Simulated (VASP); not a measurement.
# Au3Br2 (P-3m1) in VASP: notebook

Runs on Au3Br2. Level: PBE. Tasks: single point, relaxation of cell and atoms.

Program: VASP 6.6.1. These are calculated values, not measurements. Logs are shortened: lines on timing, memory, paths and dates and some standing lists are left out, and cuts for length are marked.

**1. The cell of the first run**

It takes space group P-3m1 (No. 164, trigonal). Conventional cell: a = 3.740 Å, b = 3.740 Å, c = 9.585 Å, α = 90.00°, β = 90.00°, γ = 120.00°. Au (site symmetry -3m) has 6 Br at 2.84 Å and 6 Au at 3.74 Å within 3.8 Å. Au (site symmetry 3m) has 9 Au at 2.75 to 3.74 Å and 4 Br at 3.01 to 3.80 Å within 3.8 Å. Br (site symmetry 3m) has 7 Au at 2.84 to 3.80 Å and 6 Br at 3.74 Å within 3.8 Å.

**2. Single point, PBE**

INCAR reads:

```
SYSTEM = Au3Br2
PREC = Accurate
ENCUT = 520
EDIFF = 1E-6
ISMEAR = 0
SIGMA = 0.1
LREAL = .FALSE.
LASPH = .TRUE.
NELM = 80
ALGO = Normal
ISIF = 2
LWAVE = .FALSE.
LCHARG = .TRUE.
GGA = PE
LELF = .TRUE.
LVHAR = .TRUE.
NBANDS = 32
```

KPOINTS reads:

```
regular mesh
0
G
  12 12 4
  0 0 0
```

POSCAR reads:

```
Au3Br2
1.0
    3.7404233001      0.0000000000      0.0000000000
   -1.8702116500      3.2393015988      0.0000000000
    0.0000000000      0.0000000000      9.5847574121
Au Br
3 2
Direct
    0.0000000000      0.0000000000      0.0000000000
    0.3333333333      0.6666666667      0.5889322320
    0.6666666667      0.3333333333      0.4110677680
    0.3333333333      0.6666666667      0.1926314358
    0.6666666667      0.3333333333      0.8073685642
```

Potentials or basis: VASP PAW PBE potentials, release 64 (Au, Br).

Run with:

```bash
$ cat potpaw_PBE.64/Au/POTCAR potpaw_PBE.64/Br/POTCAR > POTCAR
$ mpirun -np 1 vasp_std > vasp.out
```

OUTCAR:

```text
SYSTEM = Au3Br2
   PREC = Accurate
   ENCUT = 520
   EDIFF = 1E-6
   ISMEAR = 0
   LREAL = .FALSE.
   LASPH = .TRUE.
   NELM = 80
   ISIF = 2
   GGA = PE

 ion  position               nearest neighbor table
   1  0.000  0.000  0.000-   4 2.84   5 2.84   4 2.84   5 2.84   5 2.84   4 2.84
   2  0.333  0.667  0.589-   3 2.75   3 2.75   3 2.75   5 3.01   5 3.01   5 3.01
   3  0.667  0.333  0.411-   2 2.75   2 2.75   2 2.75   4 3.01   4 3.01   4 3.01
   4  0.333  0.667  0.193-   1 2.84   1 2.84   1 2.84   3 3.01   3 3.01   3 3.01
   5  0.667  0.333  0.807-   1 2.84   1 2.84   1 2.84   2 3.01   2 3.01   2 3.01

  LATTYP: Found a hexagonal cell.
 ALAT       =     3.7404233001
 C/A-ratio  =     2.5624793354

  Lattice vectors:

 A1 = (   3.7404233001,   0.0000000000,   0.0000000000)
 A2 = (  -1.8702116500,   3.2393015988,   0.0000000000)
 A3 = (   0.0000000000,   0.0000000000,   9.5847574121)

Analysis of symmetry for initial positions (statically):
=====================================================================
 Subroutine PRICEL returns:
 Original cell was already a primitive cell.

 Routine SETGRP: Setting up the symmetry group for a
 hexagonal supercell.

 Subroutine GETGRP returns: Found 12 space group operations
 (whereof 12 operations were pure point group operations)
 out of a pool of 24 trial point group operations.

The static configuration has the point symmetry D_3d.

Analysis of symmetry for dynamics (positions and initial velocities):
=====================================================================
 Subroutine PRICEL returns:
 Original cell was already a primitive cell.

 Routine SETGRP: Setting up the symmetry group for a
 hexagonal supercell.

 Subroutine GETGRP returns: Found 12 space group operations
 (whereof 12 operations were pure point group operations)
 out of a pool of 24 trial point group operations.

The dynamic configuration has the point symmetry D_3d.

 Subroutine INISYM returns: Found 12 space group operations
 (whereof 12 operations are pure point group operations),
 and found     1 'primitive' translations

----------------------------------------------------------------------------------------

                                     Primitive cell

  volume of cell :     116.1324

  direct lattice vectors                    reciprocal lattice vectors
     3.740423300  0.000000000  0.000000000     0.267349420  0.154354260  0.000000000
    -1.870211650  3.239301599  0.000000000     0.000000000  0.308708519  0.000000000
     0.000000000  0.000000000  9.584757412     0.000000000  0.000000000  0.104332322

  length of vectors
     3.740423300  3.740423300  9.584757412     0.308708519  0.308708519  0.104332322

  position of ions in fractional coordinates (direct lattice)
     0.000000000  0.000000000  0.000000000
     0.333333333  0.666666667  0.588932232
     0.666666667  0.333333333  0.411067768
     0.333333333  0.666666667  0.192631436
     0.666666667  0.333333333  0.807368564

  ion indices of the primitive-cell ions
   primitive index   ion index
                 1           1
                 2           2
                 3           3
                 4           4
                 5           5

----------------------------------------------------------------------------------------

 KPOINTS: regular mesh

Automatic generation of k-mesh.
 Grid dimensions read from file:
 generate k-points for:   12   12    4

 Generating k-lattice:

  Cartesian coordinates                     Fractional coordinates (reciprocal lattice)
     0.022279118  0.012862855  0.000000000     0.083333333  0.000000000  0.000000000
     0.000000000  0.025725710  0.000000000     0.000000000  0.083333333  0.000000000
     0.000000000  0.000000000  0.026083081     0.000000000  0.000000000  0.250000000

  Length of vectors
     0.025725710  0.025725710  0.026083081

  Shift w.r.t. Gamma in fractional coordinates (k-lattice)
     0.000000000  0.000000000  0.000000000

 Subroutine IBZKPT returns following result:
 ===========================================

 Found     69 irreducible k-points:

 Following reciprocal coordinates:
            Coordinates               Weight
  0.000000  0.000000  0.000000      1.000000
  0.083333 -0.000000  0.000000      6.000000
  0.166667 -0.000000  0.000000      6.000000
  0.250000 -0.000000  0.000000      6.000000
  0.333333 -0.000000  0.000000      6.000000
  0.416667 -0.000000  0.000000      6.000000
[... 16 lines left out ...]
  0.166667 -0.000000  0.250000      6.000000
  0.000000  0.166667  0.250000      6.000000
 [... further k-points ...]
   k-points           NKPTS =     69   k-points in BZ     NKDIM =     69   number of bands    NBANDS=     32
   number of dos      NEDOS =    301   number of ions     NIONS =      5
   total plane-waves  NPLWV =  56448
   dimension x,y,z NGX =    28 NGY =   28 NGZ =   72
   dimension x,y,z NGXF=    56 NGYF=   56 NGZF=  144
   ions per type =               3   2
   NGX,Y,Z   is equivalent  to a cutoff of  12.44, 12.44, 12.49 a.u.
   NGXF,Y,Z  is equivalent  to a cutoff of  24.89, 24.89, 24.98 a.u.
 SYSTEM =  Au3Br2
   PREC   = accura    normal or accurate (medium, high low for compatibility)
   ISTART =      0    job   : 0-new  1-cont  2-samecut
   ICHARG =      2    charge: 1-file 2-atom 10-const
   ISPIN  =      1    spin polarized calculation?
   LNONCOLLINEAR =      F non collinear calculations
   LSORBIT =      F    spin-orbit coupling
   LASPH  =      T    aspherical Exc in radial PAW
   ENCUT  =  520.0 eV  38.22 Ry    6.18 a.u.   6.95  6.95 17.82*2*pi/ulx,y,z
   NELM   =     80;   NELMIN=  2; NELMDL= -5     # of ELM steps
   EDIFF  = 0.1E-05   stopping-criterion for ELM
   LREAL  =      F    real-space projection
   EDIFFG = 0.1E-04   stopping-criterion for IOM
   NSW    =      0    number of steps for IOM
   IBRION =     -1    ionic relax: 0-MD 1-quasi-New 2-CG
   NFREE  =      0    steps in history (QN), initial steepest desc. (CG)
   ISIF   =      2    stress and relaxation
   ISYM   =      2    0-nonsym 1-usesym 2-fastsym
   POTIM  = 0.5000    time-step for ionic-motion
   TEBEG  =    0.0;   TEEND  =   0.0 temperature during run
   PSTRESS=    0.0 pullay stress
   NELECT =      47.0000    total number of electrons
   NUPDOWN=      -1.0000    fix difference up-down
   EMIN   =  10.00;   EMAX   =-10.00  energy-range for DOS
   EFERMI =   0.00;   METHOD = LEGACY
   ISMEAR =     0;   SIGMA  =   0.10  broadening in eV -4-tet -1-fermi 0-gaus
   EFERMI_NEDOS =   21; number of points for ismear=-14 and -15
   IALGO  =     38    algorithm
   IMIX   =      4    mixing-type and parameters
     AMIX     =   0.40;   BMIX     =  1.00
     AMIX_MAG =   1.60;   BMIX_MAG =  1.00
  volume/ion in A,a.u.               =      23.23       156.74
  Fermi-wavevector in a.u.,A,eV,Ry     =   1.210941  2.288347 19.951289  1.466378
  Thomas-Fermi vector in A             =   2.346472
   LORBIT       =      0    0 simple, 1 ext, 2 COOP (PROOUT), +10 PAW based schemes
   GGA     = PE    functional components
   LHFCALC =     F    Hartree Fock is set to
   AEXX    =    0.0000 exact exchange contribution
   IVDW    =     0    specifies the selected vdW correction
   LEPSILON=     F    determine dielectric tensor
   LRPA    =     F    only Hartree local field effects (RPA)
 non-spin polarized calculation
 Gauss-broadening in eV      SIGMA  =   0.10
  energy-cutoff  :      520.00
  volume of cell :      116.13
 maximum number of plane-waves:      3146
   NGX = 13   NGY = 13   NGZ = 35

 number of electron      47.0000001 magnetization

 Free energy of the ion-electron system (eV)
  ---------------------------------------------------
  ext. energy  EPLUGINS =         0.00000000
  ---------------------------------------------------
  free energy    TOTEN  =       -11.71815209 eV

  energy without entropy =      -11.71166072  energy(sigma->0) =      -11.71490640

 E-fermi :   4.7103     XC(G=0): -10.3634

 val. band max:        4.6451858044   @ k =   0.4167   0.0833   0.2500
 cond. band min:       4.7177178094   @ k =   0.4167  -0.0000   0.0000
 fundamental gap:      0.0725320050
 Fermi energy:         4.7103097627

 k-point     1 :       0.0000    0.0000    0.0000
  band No.  band energies     occupation
      1     -11.0971      2.00000
      2     -10.8675      2.00000
      3      -2.1910      2.00000
      4      -0.2103      2.00000
      5       0.1499      2.00000
      6       0.4103      2.00000
[... 24 lines left out ...]
     31      13.9427      0.00000
     32      13.9427      0.00000

 k-point     2 :       0.0833   -0.0000    0.0000
  band No.  band energies     occupation
      1     -11.0622      2.00000
      2     -10.8445      2.00000
      3      -2.0927      2.00000
      4      -0.2280      2.00000
      5       0.1036      2.00000
      6       0.3836      2.00000
[... 24 lines left out ...]
     31      13.2686      0.00000
     32      13.8340      0.00000

 k-point     3 :       0.1667   -0.0000    0.0000
  band No.  band energies     occupation
      1     -10.9646      2.00000
      2     -10.7805      2.00000
      3      -1.8111      2.00000
      4      -0.3192      2.00000
      5      -0.0803      2.00000
      6       0.2996      2.00000
[... 24 lines left out ...]
     31      13.2283      0.00000
     32      13.5121      0.00000

 k-point     4 :       0.2500   -0.0000    0.0000
  band No.  band energies     occupation
      1     -10.8252      2.00000
      2     -10.6902      2.00000
      3      -1.3994      2.00000
      4      -0.4799      2.00000
      5      -0.3649      2.00000
      6       0.0940      2.00000
[... 24 lines left out ...]
     31      12.3791      0.00000
     32      12.5885      0.00000

 k-point     5 :       0.3333   -0.0000    0.0000
  band No.  band energies     occupation
      1     -10.6783      2.00000
      2     -10.5959      2.00000
      3      -1.0269      2.00000
      4      -0.8068      2.00000
      5      -0.4413      2.00000
      6      -0.2497      2.00000
[... 584 lines left out ...]
     31      13.7337      0.00000
     32      14.1236      0.00000

 k-point    22 :       0.0000    0.0833    0.2500
  band No.  band energies     occupation
      1     -11.0564      2.00000
      2     -10.8512      2.00000
      3      -1.9361      2.00000
      4      -0.8080      2.00000
      5       0.3110      2.00000
      6       0.4091      2.00000
[... 24 lines left out ...]
     31      13.4320      0.00000
     32      14.3233      0.00000

 k-point    23 :       0.1667   -0.0000    0.2500
  band No.  band energies     occupation
      1     -10.9593      2.00000
      2     -10.7864      2.00000
      3      -1.6591      2.00000
      4      -0.7891      2.00000
      5       0.1665      2.00000
      6       0.3618      2.00000
[... 24 lines left out ...]
     31      12.9256      0.00000
     32      13.1513      0.00000

 k-point    24 :       0.0000    0.1667    0.2500
  band No.  band energies     occupation
      1     -10.9597      2.00000
      2     -10.7859      2.00000
      3      -1.6959      2.00000
      4      -0.7513      2.00000
      5       0.2187      2.00000
      6       0.3964      2.00000
[... 24 lines left out ...]
     31      13.0946      0.00000
     32      13.8059      0.00000

 [... further k-points ...]

------------------------ aborting loop because EDIFF is reached ----------------------------------------

  FORCE on cell =-STRESS in cart. coord.  units (eV):
  Direction    XX          YY          ZZ          XY          YZ          ZX
  --------------------------------------------------------------------------------------
  -------------------------------------------------------------------------------------
  Total       -0.0549559     -0.0549559     -0.0856857     -0.0000000     -0.0000000      0.0000000
  in kB       -0.7581790     -0.7581790     -1.1821311     -0.0000000     -0.0000000      0.0000000
  external PRESSURE =      -0.8994964 kB  Pullay stress =       0.0000000 kB

 VOLUME and BASIS-vectors are now :
 -----------------------------------------------------------------------------
  energy-cutoff  :      520.00
  volume of cell :      116.13
      direct lattice vectors                 reciprocal lattice vectors
     3.740423300  0.000000000  0.000000000     0.267349420  0.154354260  0.000000000
    -1.870211650  3.239301599  0.000000000     0.000000000  0.308708519  0.000000000
     0.000000000  0.000000000  9.584757412     0.000000000  0.000000000  0.104332322

 POSITION                                       TOTAL-FORCE (eV/Angst)
 -----------------------------------------------------------------------------------
      0.00000      0.00000      0.00000         0.000000      0.000000      0.000000
     -0.00000      2.15953      5.64477         0.000000     -0.000000     -0.002257
      1.87021      1.07977      3.93998        -0.000000      0.000000      0.002257
     -0.00000      2.15953      1.84633        -0.000000      0.000000      0.001788
      1.87021      1.07977      7.73843         0.000000     -0.000000     -0.001788
 -----------------------------------------------------------------------------------
    total drift:                               -0.000000     -0.000000      0.000000

  FREE ENERGIE OF THE ION-ELECTRON SYSTEM (eV)
  ---------------------------------------------------
  free  energy   TOTEN  =       -11.7181520873 eV

  energy  without entropy=      -11.7116607200  energy(sigma->0) =      -11.71490640
```

Run time: 3.7 min. Hardware: 1 thread of Intel Xeon Platinum 8488C (Sapphire Rapids), shared host; peak memory 0.37 GiB.

What came out:

* Free energy: -11.7182 eV
* Pressure: -0.1 GPa
* Band gap on the k mesh: zero (an odd number of electrons rules out a gap without spin polarisation)

Forces on the atoms (eV/Å):
```
Au   0.000  0.000  0.000
Au   0.000  0.000 -0.002
Au   0.000  0.000  0.002
Br   0.000  0.000  0.002
Br   0.000  0.000 -0.002
```

Levels at points of the mesh, in eV from the Fermi level:
```tsv
k point	band 20	band 21	band 22	band 23	band 24	band 25	band 26	band 27	band 28	band 29
(0.00, 0.00, 0.00)	-1.94	-1.50	-1.50	-0.43	-0.43	1.71	2.06	5.86	6.61	8.33
(0.50, 0.00, 0.00)	-1.81	-1.79	-1.24	-0.39	0.16	0.39	2.01	3.68	5.25	5.40
(0.00, 0.00, 0.50)	-1.74	-1.34	-1.34	-0.54	-0.54	-0.15	4.26	4.35	7.97	7.97
(0.50, 0.00, 0.50)	-2.13	-1.33	-0.85	-0.78	0.16	0.46	2.02	3.33	5.57	5.80
```

Caveat: spin-orbit coupling is left out, which moves the levels of the heavy elements.

[end of part 1 of 2]

The gap in the log of VASP goes by the Fermi energy; the results here count the filled bands.